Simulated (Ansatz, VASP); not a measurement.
## GeOs2 in VASP and in Ansatz

```
Ge Os
1.0
     0.00000    2.89582    2.89582
     2.89582    0.00000    2.89582
     2.89582    2.89582    0.00000
Ge Os
1 2
Direct
  0.00000 0.00000 0.00000
  0.25000 0.25000 0.25000
  0.75000 0.75000 0.75000
```

Alike in both runs: functional PBE; k mesh 14 × 14 × 14; occupations gaussian, width 0.1 eV; no spin polarisation.

Ansatz relaxed the structure, and its values are those at the end. VASP's run is a single point on that final structure, the one shown.

|  | VASP | Ansatz |
| --- | --- | --- |
| version | VASP 6.6.1 | Ansatz 0.2.0 |
| potentials or method | VASP PAW PBE potentials, release 64 (Ge_d, Os), cutoff 520 eV | scalar-relativistic, plane waves, PAW |
| valence electrons in the cell | 30 | 46 |

```csv
,VASP,Ansatz,Ansatz less VASP
gap on the k mesh at the Fermi level (eV),none,none,-
pressure (GPa),0.4,0.0,-0.46
```

A gap of «none» marks a metal or a gap that the smearing closes. VASP's potentials hold 30 valence electrons a cell and Ansatz's 46, so a difference there can come from the potentials and not from the codes.

Neither program's run includes spin-orbit coupling.
